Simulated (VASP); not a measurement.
# ZrC (Imm2) in VASP: single point with PBEsol

Aim: the single point of ZrC with PBEsol.

Program: VASP 6.6.1. These are calculated values, not measurements. Logs are shortened: lines on timing, memory, paths and dates and some standing lists are left out, and cuts for length are marked.

## (1) The cell of the first run

The structure is orthorhombic, space group Imm2 (No. 44). The conventional cell has a = 3.324 Å, b = 4.700 Å, c = 3.324 Å, α = 90.00°, β = 90.00°, γ = 90.00°. Zr (site symmetry mm2) has 6 C at 2.32 to 2.38 Å within 3.1 Å. Within 3.1 Å of C (site symmetry mm2) lie 6 Zr at 2.32 to 2.38 Å.

## (2) Single point, PBEsol (all Zr atoms moved +0.037 Å, as atom 1 along Cartesian [1 -1 0])

INCAR reads:

```
SYSTEM = ZrC
ALGO = Normal ; EDIFF = 1E-6
ENCUT = 520 ; GGA = PS
ISIF = 2 ; ISMEAR = 0
LASPH = .TRUE. ; LCHARG = .FALSE.
LREAL = .FALSE. ; LWAVE = .FALSE.
NBANDS = 15 ; NELM = 100
PREC = Accurate ; SIGMA = 0.15
```

KPOINTS reads:

```
k-points
0
G
  18 18 18
  0 0 0
```

POSCAR reads:

```
ZrC
1.0
    0.0000000000      2.3502100000      2.3502100000
    2.3502100000      0.0000000000      2.3502100000
    2.3502100000      2.3502100000      0.0000000000
Zr C
1 1
Direct
    0.4887173894      0.5112826106      0.5000000000
    0.0000000000      0.0000000000      0.0000000000
```

Potentials or basis: VASP PAW PBE potentials, release 64 (Zr_sv, C).

Launch:

```bash
> cat potpaw_PBE.64/Zr_sv/POTCAR potpaw_PBE.64/C/POTCAR > POTCAR
> mpirun -np 1 vasp_std > vasp.out
```

OUTCAR:

```text
SYSTEM = ZrC
   EDIFF = 1E-6
   ENCUT = 520
   GGA = PS
   ISIF = 2
   ISMEAR = 0
   LASPH = .TRUE.
   LREAL = .FALSE.
   NELM = 100
   PREC = Accurate

 ion  position               nearest neighbor table
   1  0.489  0.511  0.500-   2 2.32   2 2.32   2 2.35   2 2.35   2 2.38   2 2.38
   2  0.000  0.000  0.000-   1 2.32   1 2.32   1 2.35   1 2.35   1 2.38   1 2.38

  LATTYP: Found a face centered cubic cell.
 ALAT       =     4.7004200000

  Lattice vectors:

 A1 = (   0.0000000000,   2.3502100000,   2.3502100000)
 A2 = (   2.3502100000,   0.0000000000,   2.3502100000)
 A3 = (   2.3502100000,   2.3502100000,   0.0000000000)

Analysis of symmetry for initial positions (statically):
=====================================================================
 Subroutine PRICEL returns:
 Original cell was already a primitive cell.

 Routine SETGRP: Setting up the symmetry group for a
 face centered cubic supercell.

 Subroutine GETGRP returns: Found  4 space group operations
 (whereof  4 operations were pure point group operations)
 out of a pool of 48 trial point group operations.

The static configuration has the point symmetry C_2v.

Analysis of symmetry for dynamics (positions and initial velocities):
=====================================================================
 Subroutine PRICEL returns:
 Original cell was already a primitive cell.

 Routine SETGRP: Setting up the symmetry group for a
 face centered cubic supercell.

 Subroutine GETGRP returns: Found  4 space group operations
 (whereof  4 operations were pure point group operations)
 out of a pool of 48 trial point group operations.

The dynamic configuration has the point symmetry C_2v.

 Subroutine INISYM returns: Found  4 space group operations
 (whereof  4 operations are pure point group operations),
 and found     1 'primitive' translations

----------------------------------------------------------------------------------------

                                     Primitive cell

  volume of cell :      25.9627

  direct lattice vectors                    reciprocal lattice vectors
     0.000000000  2.350210000  2.350210000    -0.212746946  0.212746946  0.212746946
     2.350210000  0.000000000  2.350210000     0.212746946 -0.212746946  0.212746946
     2.350210000  2.350210000  0.000000000     0.212746946  0.212746946 -0.212746946

  length of vectors
     3.323698856  3.323698856  3.323698856     0.368488520  0.368488520  0.368488520

  position of ions in fractional coordinates (direct lattice)
     0.488717389  0.511282611  0.500000000
     0.000000000  0.000000000  0.000000000

  ion indices of the primitive-cell ions
   primitive index   ion index
                 1           1
                 2           2

----------------------------------------------------------------------------------------

 KPOINTS: k-points

Automatic generation of k-mesh.
 Grid dimensions read from file:
 generate k-points for:   18   18   18

 Generating k-lattice:

  Cartesian coordinates                     Fractional coordinates (reciprocal lattice)
    -0.011819275  0.011819275  0.011819275     0.055555556  0.000000000  0.000000000
     0.011819275 -0.011819275  0.011819275     0.000000000  0.055555556  0.000000000
     0.011819275  0.011819275 -0.011819275     0.000000000  0.000000000  0.055555556

  Length of vectors
     0.020471584  0.020471584  0.020471584

  Shift w.r.t. Gamma in fractional coordinates (k-lattice)
     0.000000000  0.000000000  0.000000000

 Subroutine IBZKPT returns following result:
 ===========================================

 Found    865 irreducible k-points:

 Following reciprocal coordinates:
            Coordinates               Weight
  0.000000  0.000000  0.000000      1.000000
  0.055556  0.000000  0.000000      4.000000
  0.000000  0.000000  0.055556      4.000000
  0.111111  0.000000  0.000000      4.000000
  0.000000  0.000000  0.111111      4.000000
  0.166667  0.000000  0.000000      4.000000
[... 16 lines left out ...]
  0.000000  0.111111  0.055556      8.000000
  0.055556  0.000000  0.111111      8.000000
 [... further k-points ...]
   k-points           NKPTS =    865   k-points in BZ     NKDIM =    865   number of bands    NBANDS=     15
   number of dos      NEDOS =    301   number of ions     NIONS =      2
   total plane-waves  NPLWV =  21952
   dimension x,y,z NGX =    28 NGY =   28 NGZ =   28
   dimension x,y,z NGXF=    56 NGYF=   56 NGZF=   56
   ions per type =               1   1
   NGX,Y,Z   is equivalent  to a cutoff of  14.01, 14.01, 14.01 a.u.
   NGXF,Y,Z  is equivalent  to a cutoff of  28.01, 28.01, 28.01 a.u.
 SYSTEM =  ZrC
   PREC   = accura    normal or accurate (medium, high low for compatibility)
   ISTART =      0    job   : 0-new  1-cont  2-samecut
   ICHARG =      2    charge: 1-file 2-atom 10-const
   ISPIN  =      1    spin polarized calculation?
   LNONCOLLINEAR =      F non collinear calculations
   LSORBIT =      F    spin-orbit coupling
   LASPH  =      T    aspherical Exc in radial PAW
   ENCUT  =  520.0 eV  38.22 Ry    6.18 a.u.   6.18  6.18  6.18*2*pi/ulx,y,z
   NELM   =    100;   NELMIN=  2; NELMDL= -5     # of ELM steps
   EDIFF  = 0.1E-05   stopping-criterion for ELM
   LREAL  =      F    real-space projection
   EDIFFG = 0.1E-04   stopping-criterion for IOM
   NSW    =      0    number of steps for IOM
   IBRION =     -1    ionic relax: 0-MD 1-quasi-New 2-CG
   NFREE  =      0    steps in history (QN), initial steepest desc. (CG)
   ISIF   =      2    stress and relaxation
   ISYM   =      2    0-nonsym 1-usesym 2-fastsym
   POTIM  = 0.5000    time-step for ionic-motion
   TEBEG  =    0.0;   TEEND  =   0.0 temperature during run
   PSTRESS=    0.0 pullay stress
   NELECT =      16.0000    total number of electrons
   NUPDOWN=      -1.0000    fix difference up-down
   EMIN   =  10.00;   EMAX   =-10.00  energy-range for DOS
   EFERMI =   0.00;   METHOD = LEGACY
   ISMEAR =     0;   SIGMA  =   0.15  broadening in eV -4-tet -1-fermi 0-gaus
   EFERMI_NEDOS =   21; number of points for ismear=-14 and -15
   IALGO  =     38    algorithm
   IMIX   =      4    mixing-type and parameters
     AMIX     =   0.40;   BMIX     =  1.00
     AMIX_MAG =   1.60;   BMIX_MAG =  1.00
  volume/ion in A,a.u.               =      12.98        87.60
  Fermi-wavevector in a.u.,A,eV,Ry     =   1.393151  2.632673 26.407131  1.940869
  Thomas-Fermi vector in A             =   2.516825
   LORBIT       =      0    0 simple, 1 ext, 2 COOP (PROOUT), +10 PAW based schemes
   GGA     = PS    functional components
   LHFCALC =     F    Hartree Fock is set to
   AEXX    =    0.0000 exact exchange contribution
   IVDW    =     0    specifies the selected vdW correction
   LEPSILON=     F    determine dielectric tensor
   LRPA    =     F    only Hartree local field effects (RPA)
 non-spin polarized calculation
 Gauss-broadening in eV      SIGMA  =   0.15
  energy-cutoff  :      520.00
  volume of cell :       25.96
 maximum number of plane-waves:       725
 NGX is ok and might be reduce to    28
   NGX = 13   NGY = 13   NGZ = 13

 number of electron      16.0000000 magnetization

 Free energy of the ion-electron system (eV)
  ---------------------------------------------------
  ext. energy  EPLUGINS =         0.00000000
  ---------------------------------------------------
  free energy    TOTEN  =       -20.56363410 eV

  energy without entropy =      -20.55999953  energy(sigma->0) =      -20.56181681

 E-fermi :   9.5046     XC(G=0): -12.2794

 val. band max:        9.4999181371   @ k =   0.1111   0.1111   0.0000
 cond. band min:       9.5051308083   @ k =   0.4444   0.4444   0.0000
 fundamental gap:      0.0052126712
 Fermi energy:         9.5045721827

 k-point     1 :       0.0000    0.0000    0.0000
  band No.  band energies     occupation
      1     -38.4819      2.00000
      2     -16.2234      2.00000
      3     -16.2232      2.00000
      4     -16.2232      2.00000
      5      -1.7874      2.00000
      6      10.2672      0.00000
      7      10.2733      0.00000
      8      10.4110      0.00000
      9      10.5484      0.00000
     10      10.7201      0.00000
     11      10.7251      0.00000
     12      12.3119      0.00000
     13      12.3385      0.00000
     14      16.7809      0.00000
     15      19.8716      0.00000

 k-point     2 :       0.0556    0.0000    0.0000
  band No.  band energies     occupation
      1     -38.4788      2.00000
      2     -16.2515      2.00000
      3     -16.2258      2.00000
      4     -16.2256      2.00000
      5      -1.7160      2.00000
      6       9.7135      0.04888
      7       9.9521      0.00002
      8       9.9569      0.00002
      9      10.7396      0.00000
     10      10.7829      0.00000
     11      11.0880      0.00000
     12      12.7387      0.00000
     13      12.7530      0.00000
     14      16.9363      0.00000
     15      20.0683      0.00000

 k-point     3 :       0.0000    0.0000    0.0556
  band No.  band energies     occupation
      1     -38.4788      2.00000
      2     -16.2517      2.00000
      3     -16.2257      2.00000
      4     -16.2257      2.00000
      5      -1.7160      2.00000
      6       9.6856      0.08779
      7       9.9344      0.00005
      8      10.0217      0.00000
      9      10.7491      0.00000
     10      10.7738      0.00000
     11      11.0607      0.00000
     12      12.7364      0.00000
     13      12.7631      0.00000
     14      16.9360      0.00000
     15      20.0682      0.00000
[... 343 lines left out ...]
 k-point    23 :       0.0000    0.1111    0.0556
  band No.  band energies     occupation
      1     -38.4708      2.00000
      2     -16.3099      2.00000
      3     -16.2427      2.00000
      4     -16.2356      2.00000
      5      -1.5333      2.00000
      6       8.8348      2.00000
      7       9.3915      1.71358
      8       9.5338      0.78258
      9      10.5045      0.00000
     10      11.4225      0.00000
     11      11.6133      0.00000
     12      12.8625      0.00000
     13      13.8949      0.00000
     14      17.3614      0.00000
     15      20.5654      0.00000

 k-point    24 :       0.0556    0.0000    0.1111
  band No.  band energies     occupation
      1     -38.4708      2.00000
      2     -16.3100      2.00000
      3     -16.2428      2.00000
      4     -16.2355      2.00000
      5      -1.5332      2.00000
      6       8.8252      2.00000
      7       9.4082      1.63663
      8       9.5398      0.74002
      9      10.5008      0.00000
     10      11.4150      0.00000
     11      11.6030      0.00000
     12      12.8652      0.00000
     13      13.9012      0.00000
     14      17.3605      0.00000
     15      20.5652      0.00000

 [... further k-points ...]
[... 5 lines left out ...]
  --------------------------------------------------------------------------------------
  -------------------------------------------------------------------------------------
  Total       -0.6534563     -0.6534563     -0.6823772      0.0150893      0.0000000      0.0000000
  in kB      -40.3252566    -40.3252566    -42.1099844      0.9311734      0.0000000      0.0000000
  external PRESSURE =     -40.9201658 kB  Pullay stress =       0.0000000 kB

 VOLUME and BASIS-vectors are now :
 -----------------------------------------------------------------------------
  energy-cutoff  :      520.00
  volume of cell :       25.96
      direct lattice vectors                 reciprocal lattice vectors
     0.000000000  2.350210000  2.350210000    -0.212746946  0.212746946  0.212746946
     2.350210000  0.000000000  2.350210000     0.212746946 -0.212746946  0.212746946
     2.350210000  2.350210000  0.000000000     0.212746946  0.212746946 -0.212746946

 POSITION                                       TOTAL-FORCE (eV/Angst)
 -----------------------------------------------------------------------------------
      2.37673      2.32369      2.35021        -0.185367      0.185367      0.000000
      0.00000      0.00000      0.00000         0.185367     -0.185367      0.000000
 -----------------------------------------------------------------------------------
    total drift:                               -0.000063      0.000063      0.000000

  FREE ENERGIE OF THE ION-ELECTRON SYSTEM (eV)
  ---------------------------------------------------
  free  energy   TOTEN  =       -20.5636340993 eV

  energy  without entropy=      -20.5599995262  energy(sigma->0) =      -20.56181681
```

Run time: 6.2 min. Hardware: 1 thread of AMD EPYC 7R43 (Zen 3), shared host; peak memory 0.41 GiB.

Results:

```yaml
Free_energy: -20.5636 eV
Pressure: -4.1 GPa
Largest_force: 0.262 eV/Å
Band_gap_on_the_k_mesh: zero (band 8 reaches 10.41 eV, above the bottom of band 9 at 9.17 eV)
```

Forces in eV/Å, atoms in the order of the input:
```
Zr  -0.185  0.185  0.000
C    0.185 -0.185  0.000
```

Levels at points of the mesh, in eV from the Fermi level:
```csv
k point,band 5,band 6,band 7,band 8,band 9,band 10,band 11,band 12
"(0.00, 0.00, 0.00)",-11.29,0.76,0.77,0.91,1.04,1.22,1.22,2.81
"(0.50, 0.00, 0.00)",-8.17,-5.35,-2.95,-2.95,4.49,4.49,5.32,6.46
"(0.00, 0.00, 0.50)",-8.17,-5.35,-2.95,-2.95,4.48,4.49,5.32,6.45
"(0.50, 0.50, 0.00)",-10.11,-2.08,-1.86,0.05,0.09,4.46,5.66,5.66
"(0.00, 0.50, 0.50)",-10.11,-2.07,-1.84,0.06,0.07,4.46,5.66,5.66
```

Caveat: the cell differs from its parent crystal (all Zr atoms moved +0.037 Å, as atom 1 along Cartesian [1 -1 0]); the PAW data sets were made with another functional, which shifts forces and pressure a little.
